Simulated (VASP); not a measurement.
BN, 2 atoms in the cell. It takes space group R3m (No. 160, trigonal). The conventional cell has a = 2.564 Å, b = 2.564 Å, c = 6.280 Å, α = 90.00°, β = 90.00°, γ = 120.00°. B (site symmetry 3m) has 4 N at 1.56 to 1.60 Å within 2.1 Å. N (site symmetry 3m) has 4 B at 1.56 to 1.60 Å within 2.1 Å.  This cell differs from its parent crystal: all N atoms moved -0.025 Å, as atom 2 towards its neighbour atom 1 (B) at 1.570 Å.

```yaml
Program: VASP 6.6.1
Task: single point
Functional: PBE
Potentials_or_basis: VASP PAW PBE potentials, release 64 (B, N)
Cutoff: 520 eV
k_mesh: 12 × 12 × 12
Occupations: gaussian, width 0.05 eV
Spin: no spin polarisation
Dipole_correction: no
Further_INCAR_settings: ALGO = Normal; EDIFF = 1e-06; NBANDS = 11
```

Potentials or basis: VASP PAW PBE potentials, release 64 (B, N).

Run with:

```bash
$ cat potpaw_PBE.64/B/POTCAR potpaw_PBE.64/N/POTCAR > POTCAR
$ mpirun -np 1 vasp_std > vasp.out
```

Hardware: 1 thread of Intel(R) Xeon(R) Platinum 8488C (Sapphire Rapids), on a shared host.

Problem. Estimate the wall time of this run.

Solution. Wall time 13 s on 1 thread of Intel(R) Xeon(R) Platinum 8488C (Sapphire Rapids), on a shared host, peak memory 0.13 GiB. Counts: scf iterations 12, k points 189.
